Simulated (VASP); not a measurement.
# Ti (Fm-3m) in VASP: a series of runs

Ti is run at these levels: r2SCAN; tasks: single point, relaxation of cell and atoms.

Everything below comes from runs of VASP 6.6.1. Logs are shortened: lines on timing, memory, paths and dates and some standing lists are left out, and cuts for length are marked.

## 1. The cell of the first run

It takes space group Fm-3m (No. 225, cubic). The conventional cell has a = 4.111 Å, b = 4.111 Å, c = 4.111 Å, α = 90.00°, β = 90.00°, γ = 90.00°. Ti (site symmetry m-3m) has 12 Ti at 2.91 Å within 3.8 Å.

This isn't the form of Ti at room conditions, which is hcp.

## 2. Single point, r2SCAN

The input, POSCAR:

```
Ti
1.0
    0.0000000000      2.0555013248      2.0555013248
    2.0555013248      0.0000000000      2.0555013248
    2.0555013248      2.0555013248      0.0000000000
Ti
1
Direct
    0.0000000000      0.0000000000      0.0000000000
```

The input, INCAR.step1:

```
ALGO     = Normal         # electronic algorithm
EDIFF    = 1E-5           # SCF threshold, eV
ENCUT    = 550            # plane-wave cutoff, eV
GGA      = PE             # functional
GGA_COMPAT= F            
ISMEAR   = -1             # smearing method
LASPH    = T              # aspherical terms in the spheres
LCHARG   = F              # write CHGCAR
LREAL    = F              # projectors in reciprocal space
LWAVE    = T              # write WAVECAR
NBANDS   = 12             # bands
NELM     = 120            # most SCF steps
PREC     = Accurate       # precision mode
SIGMA    = 0.05           # smearing width, eV
```

The input, INCAR.step2:

```
ALGO     = Normal         # electronic algorithm
EDIFF    = 1E-6           # SCF threshold, eV
ENCUT    = 550            # plane-wave cutoff, eV
GGA_COMPAT= F            
ISIF     = 2              # what is computed and relaxed
ISMEAR   = -1             # smearing method
ISTART   = 1            
LASPH    = T              # aspherical terms in the spheres
LCHARG   = F              # write CHGCAR
LMIXTAU  = T            
LREAL    = F              # projectors in reciprocal space
LWAVE    = F              # write WAVECAR
METAGGA  = R2SCAN         # meta-GGA
NBANDS   = 12             # bands
NELM     = 120            # most SCF steps
PREC     = Accurate       # precision mode
SIGMA    = 0.05           # smearing width, eV
```

The input, KPOINTS:

```
k-points
0
Gamma
  19 19 19
```

Potentials or basis: VASP PAW PBE potentials, release 64 (Ti_sv).

The run is started by

```console
cat potpaw_PBE.64/Ti_sv/POTCAR > POTCAR
cp INCAR.step1 INCAR
mpirun -np 1 vasp_std > vasp.out
cp INCAR.step2 INCAR
mpirun -np 1 vasp_std > vasp.out
```

OUTCAR:

```text
EDIFF = 1E-6
   ENCUT = 550
   ISIF = 2
   ISMEAR = -1
   ISTART = 1
   LASPH = T
   LREAL = F
   METAGGA = R2SCAN
   NELM = 120
   PREC = Accurate

 ion  position               nearest neighbor table
   1  0.000  0.000  0.000-

  LATTYP: Found a face centered cubic cell.
 ALAT       =     4.1110026496

  Lattice vectors:

 A1 = (   0.0000000000,   2.0555013248,   2.0555013248)
 A2 = (   2.0555013248,   0.0000000000,   2.0555013248)
 A3 = (   2.0555013248,   2.0555013248,   0.0000000000)

Analysis of symmetry for initial positions (statically):
=====================================================================
 Subroutine PRICEL returns:
 Original cell was already a primitive cell.

 Routine SETGRP: Setting up the symmetry group for a
 face centered cubic supercell.

 Subroutine GETGRP returns: Found 48 space group operations
 (whereof 48 operations were pure point group operations)
 out of a pool of 48 trial point group operations.

The static configuration has the point symmetry O_h .

Analysis of symmetry for dynamics (positions and initial velocities):
=====================================================================
 Subroutine PRICEL returns:
 Original cell was already a primitive cell.

 Routine SETGRP: Setting up the symmetry group for a
 face centered cubic supercell.

 Subroutine GETGRP returns: Found 48 space group operations
 (whereof 48 operations were pure point group operations)
 out of a pool of 48 trial point group operations.

The dynamic configuration has the point symmetry O_h .

 Subroutine INISYM returns: Found 48 space group operations
 (whereof 48 operations are pure point group operations),
 and found     1 'primitive' translations

----------------------------------------------------------------------------------------

                                     Primitive cell

  volume of cell :      17.3693

  direct lattice vectors                    reciprocal lattice vectors
     0.000000000  2.055501325  2.055501325    -0.243249661  0.243249661  0.243249661
     2.055501325  0.000000000  2.055501325     0.243249661 -0.243249661  0.243249661
     2.055501325  2.055501325  0.000000000     0.243249661  0.243249661 -0.243249661

  length of vectors
     2.906917851  2.906917851  2.906917851     0.421320771  0.421320771  0.421320771

  position of ions in fractional coordinates (direct lattice)
     0.000000000  0.000000000  0.000000000

  ion indices of the primitive-cell ions
   primitive index   ion index
                 1           1

----------------------------------------------------------------------------------------

 KPOINTS: k-points

Automatic generation of k-mesh.
 Grid dimensions read from file:
 generate k-points for:   19   19   19

 Generating k-lattice:

  Cartesian coordinates                     Fractional coordinates (reciprocal lattice)
    -0.012802614  0.012802614  0.012802614     0.052631579  0.000000000  0.000000000
     0.012802614 -0.012802614  0.012802614     0.000000000  0.052631579  0.000000000
     0.012802614  0.012802614 -0.012802614     0.000000000  0.000000000  0.052631579

  Length of vectors
     0.022174777  0.022174777  0.022174777

  Shift w.r.t. Gamma in fractional coordinates (k-lattice)
     0.000000000  0.000000000  0.000000000

 Subroutine IBZKPT returns following result:
 ===========================================

 Found    220 irreducible k-points:

 Following reciprocal coordinates:
            Coordinates               Weight
  0.000000  0.000000  0.000000      1.000000
  0.052632  0.000000  0.000000      8.000000
  0.105263  0.000000  0.000000      8.000000
  0.157895  0.000000  0.000000      8.000000
  0.210526  0.000000  0.000000      8.000000
  0.263158  0.000000  0.000000      8.000000
[... 16 lines left out ...]
 -0.315789  0.052632  0.000000     24.000000
 -0.263158  0.052632  0.000000     24.000000
 [... further k-points ...]
   k-points           NKPTS =    220   k-points in BZ     NKDIM =    220   number of bands    NBANDS=     12
   number of dos      NEDOS =    301   number of ions     NIONS =      1
   total plane-waves  NPLWV =  13824
   dimension x,y,z NGX =    24 NGY =   24 NGZ =   24
   dimension x,y,z NGXF=    48 NGYF=   48 NGZF=   48
   ions per type =               1
   NGX,Y,Z   is equivalent  to a cutoff of  13.73, 13.73, 13.73 a.u.
   NGXF,Y,Z  is equivalent  to a cutoff of  27.45, 27.45, 27.45 a.u.
 SYSTEM =  unknown system
   PREC   = accura    normal or accurate (medium, high low for compatibility)
   ISTART =      1    job   : 0-new  1-cont  2-samecut
   ICHARG =      0    charge: 1-file 2-atom 10-const
   ISPIN  =      1    spin polarized calculation?
   LNONCOLLINEAR =      F non collinear calculations
   LSORBIT =      F    spin-orbit coupling
   LASPH  =      T    aspherical Exc in radial PAW
   ENCUT  =  550.0 eV  40.42 Ry    6.36 a.u.   5.56  5.56  5.56*2*pi/ulx,y,z
   NELM   =    120;   NELMIN=  2; NELMDL=  0     # of ELM steps
   EDIFF  = 0.1E-05   stopping-criterion for ELM
   LREAL  =      F    real-space projection
   EDIFFG = 0.1E-04   stopping-criterion for IOM
   NSW    =      0    number of steps for IOM
   IBRION =     -1    ionic relax: 0-MD 1-quasi-New 2-CG
   NFREE  =      0    steps in history (QN), initial steepest desc. (CG)
   ISIF   =      2    stress and relaxation
   ISYM   =      2    0-nonsym 1-usesym 2-fastsym
   POTIM  = 0.5000    time-step for ionic-motion
   TEBEG  =    0.0;   TEEND  =   0.0 temperature during run
   PSTRESS=    0.0 pullay stress
   NELECT =      12.0000    total number of electrons
   NUPDOWN=      -1.0000    fix difference up-down
   EMIN   =  10.00;   EMAX   =-10.00  energy-range for DOS
   EFERMI =   0.00;   METHOD = LEGACY
   ISMEAR =    -1;   SIGMA  =   0.05  broadening in eV -4-tet -1-fermi 0-gaus
   EFERMI_NEDOS =   21; number of points for ismear=-14 and -15
   IALGO  =     38    algorithm
   IMIX   =      4    mixing-type and parameters
     AMIX     =   0.40;   BMIX     =  1.00
     AMIX_MAG =   1.60;   BMIX_MAG =  1.00
  volume/ion in A,a.u.               =      17.37       117.21
  Fermi-wavevector in a.u.,A,eV,Ry     =   1.447241  2.734889 28.497486  2.094506
  Thomas-Fermi vector in A             =   2.565218
   LORBIT       =      0    0 simple, 1 ext, 2 COOP (PROOUT), +10 PAW based schemes
   METAGGA = R2SCAN    functional components
   LHFCALC =     F    Hartree Fock is set to
   AEXX    =    0.0000 exact exchange contribution
   IVDW    =     0    specifies the selected vdW correction
   LEPSILON=     F    determine dielectric tensor
   LRPA    =     F    only Hartree local field effects (RPA)
 non-spin polarized calculation
  energy-cutoff  :      550.00
  volume of cell :       17.37
 maximum number of plane-waves:       532
   NGX = 11   NGY = 11   NGZ = 11

 number of electron      12.0000002 magnetization

 Free energy of the ion-electron system (eV)
  ---------------------------------------------------
  ext. energy  EPLUGINS =         0.00000000
  ---------------------------------------------------
  free energy    TOTEN  =       -12.88585981 eV

  energy without entropy =      -12.87239876  energy(sigma->0) =      -12.87912928

 E-fermi :   8.2257     XC(G=0): -12.4122

 val. band max:        8.2251545254   @ k =  -0.3684   0.0526   0.0000
 cond. band min:       8.2288758073   @ k =  -0.3158   0.4737   0.2105
 fundamental gap:      0.0037212819
 Fermi energy:         8.2257431181

 k-point     1 :       0.0000    0.0000    0.0000
  band No.  band energies     occupation
      1     -50.8165      2.00000
      2     -25.6196      2.00000
      3     -25.6196      2.00000
      4     -25.6196      2.00000
      5       1.7599      2.00000
      6       9.2311      0.00000
      7       9.2311      0.00000
      8       9.2311      0.00000
      9      11.0357      0.00000
     10      11.0357      0.00000
     11      24.0127      0.00000
     12      28.9014      0.00000

 k-point     2 :       0.0526    0.0000    0.0000
  band No.  band energies     occupation
      1     -50.8131      2.00000
      2     -25.6392      2.00000
      3     -25.6220      2.00000
      4     -25.6220      2.00000
      5       1.8533      2.00000
      6       9.1695      0.00000
      7       9.2651      0.00000
      8       9.2651      0.00000
      9      11.0127      0.00000
     10      11.0127      0.00000
     11      24.0896      0.00000
     12      28.0873      0.00000

 k-point     3 :       0.1053    0.0000    0.0000
  band No.  band energies     occupation
      1     -50.8031      2.00000
      2     -25.6956      2.00000
      3     -25.6290      2.00000
      4     -25.6290      2.00000
      5       2.1279      2.00000
      6       8.9993      0.00000
      7       9.3557      0.00000
      8       9.3557      0.00000
      9      10.9579      0.00000
     10      10.9579      0.00000
     11      24.2349      0.00000
     12      26.6093      0.00000
[... 286 lines left out ...]
 k-point    23 :      -0.3158    0.0526    0.0000
  band No.  band energies     occupation
      1     -50.7185      2.00000
      2     -26.1444      2.00000
      3     -25.7070      2.00000
      4     -25.6803      2.00000
      5       4.7213      2.00000
      6       8.1290      1.74768
      7       9.3195      0.00000
      8       9.4287      0.00000
      9      11.2875      0.00000
     10      11.7416      0.00000
     11      19.4304      0.00000
     12      24.1021      0.00000

 k-point    24 :      -0.2632    0.0526    0.0000
  band No.  band energies     occupation
      1     -50.7381      2.00000
      2     -26.0409      2.00000
      3     -25.6938      2.00000
      4     -25.6656      2.00000
      5       4.0880      2.00000
      6       8.1936      1.31122
      7       9.4327      0.00000
      8       9.5402      0.00000
      9      10.9801      0.00000
     10      11.4611      0.00000
     11      20.8569      0.00000
     12      24.5210      0.00000

 [... further k-points ...]
[... 5 lines left out ...]
  --------------------------------------------------------------------------------------
  -------------------------------------------------------------------------------------
  Total        0.0434588      0.0434588      0.0434588     -0.0000000      0.0000000     -0.0000000
  in kB        4.0087091      4.0087091      4.0087091     -0.0000000      0.0000000     -0.0000000
  external PRESSURE =       4.0087091 kB  Pullay stress =       0.0000000 kB

 VOLUME and BASIS-vectors are now :
 -----------------------------------------------------------------------------
  energy-cutoff  :      550.00
  volume of cell :       17.37
      direct lattice vectors                 reciprocal lattice vectors
     0.000000000  2.055501325  2.055501325    -0.243249661  0.243249661  0.243249661
     2.055501325  0.000000000  2.055501325     0.243249661 -0.243249661  0.243249661
     2.055501325  2.055501325  0.000000000     0.243249661  0.243249661 -0.243249661

 POSITION                                       TOTAL-FORCE (eV/Angst)
 -----------------------------------------------------------------------------------
      0.00000      0.00000      0.00000         0.000000     -0.000000      0.000000
 -----------------------------------------------------------------------------------
    total drift:                                0.000000     -0.000000     -0.000000

  FREE ENERGIE OF THE ION-ELECTRON SYSTEM (eV)
  ---------------------------------------------------
  free  energy   TOTEN  =       -12.8858598073 eV

  energy  without entropy=      -12.8723987567  energy(sigma->0) =      -12.87912928
```

Run time: 2.4 min. Hardware: 1 thread of AMD EPYC 9R45 (Zen 5), shared host; peak memory 0.15 GiB.

Results:

- Free energy: -12.8859 eV
- Pressure: 0.4 GPa
- Band gap on the k mesh: zero (bands 6 and 7 overlap by 1.34 eV)

Caveat: the PAW data sets were made with another functional, which shifts forces and pressure a little.

(Continued in part 2 of 2.)
